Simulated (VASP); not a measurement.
Wanted: the native input for a VASP 6.6.1 run.

* Task: relaxation of cell and atoms
* Functional: PBEsol
* Potentials or basis: VASP PAW PBE potentials, release 64 (Ta_pv, N)
* Cutoff: 600 eV
* k mesh: 6 × 6 × 9
* Occupations: gaussian, width 0.1 eV
* Spin: no spin polarisation
* Target pressure: 5 GPa
* Dipole correction: no
* Further INCAR settings: ALGO = Normal; EDIFF = 1e-07; IBRION = 2; EDIFFG = -0.01; NSW = 80; ISIF = 3

The structure of TaN lies in POSCAR:

```
TaN
1.0
    5.1910000000      0.0000000000      0.0000000000
   -2.5955000000      4.4955378710      0.0000000000
    0.0000000000      0.0000000000      2.9080000000
Ta N
3 3
Direct
    0.0000000000      0.0000000000      0.0000000000
    0.3333333333      0.6666666667      0.5000000000
    0.6666666667      0.3333333333      0.5000000000
    0.5000000000      0.0000000000      0.0000000000
    0.0000000000      0.5000000000      0.0000000000
    0.5000000000      0.5000000000      0.0000000000
```

These files were run (other wordings do the same):

INCAR

```
SYSTEM = TaN
PREC     = Accurate       ! precision mode
ENCUT    = 600            ! plane-wave cutoff, eV
EDIFF    = 1E-7           ! SCF threshold, eV
ISMEAR   = 0              ! smearing method
SIGMA    = 0.1            ! smearing width, eV
LREAL    = .False.        ! projectors in reciprocal space
LASPH    = .True.         ! aspherical terms in the spheres
NELM     = 120            ! most SCF steps
ALGO     = Normal         ! electronic algorithm
ISIF     = 3              ! what is computed and relaxed
LWAVE    = .False.        ! write WAVECAR
LCHARG   = .False.        ! write CHGCAR
GGA      = PS             ! functional
IBRION   = 2              ! ionic algorithm
NSW      = 80             ! ionic steps
EDIFFG   = -0.01          ! ionic threshold
PSTRESS  = 50.0         
GGA_COMPAT= .False.      
NELMIN   = 4
```

KPOINTS

```
Automatic mesh
0
Gamma
  6 6 9
  0 0 0
```

Potentials or basis: VASP PAW PBE potentials, release 64 (Ta_pv, N).

Run with:

```console
$ cat potpaw_PBE.64/Ta_pv/POTCAR potpaw_PBE.64/N/POTCAR > POTCAR
$ mpirun -np 1 vasp_std > vasp.out
```

Results of the run:

* Relaxed volume: 11.18 Å³/atom
* Relaxed cell: a = 5.161 Å, b = 5.161 Å, c = 2.909 Å, α = 90.00°, β = 90.00°, γ = 120.00°
* Space group after relaxing (to 0.1 Å): P6/mmm (No. 191)
* Energy change on relaxing (the run minimises the enthalpy): +2.4 meV/atom
* Ionic steps: 5
* Pressure after relaxing: 5.0 GPa
* Band gap on the k mesh: zero (bands 24 and 25 overlap by 2.10 eV)

Caveat: the cell is relaxed towards a set pressure, so the run minimises the enthalpy, not the energy; the PAW data sets were made with another functional, which shifts forces and pressure a little; spin-orbit coupling is left out, which moves the levels of the heavy elements.

Wall time 5.5 min on 1 thread of Intel(R) Xeon(R) Platinum 8259CL CPU @ 2.50GHz (Skylake/Cascade Lake), with other jobs on the host, peak memory 0.24 GiB.
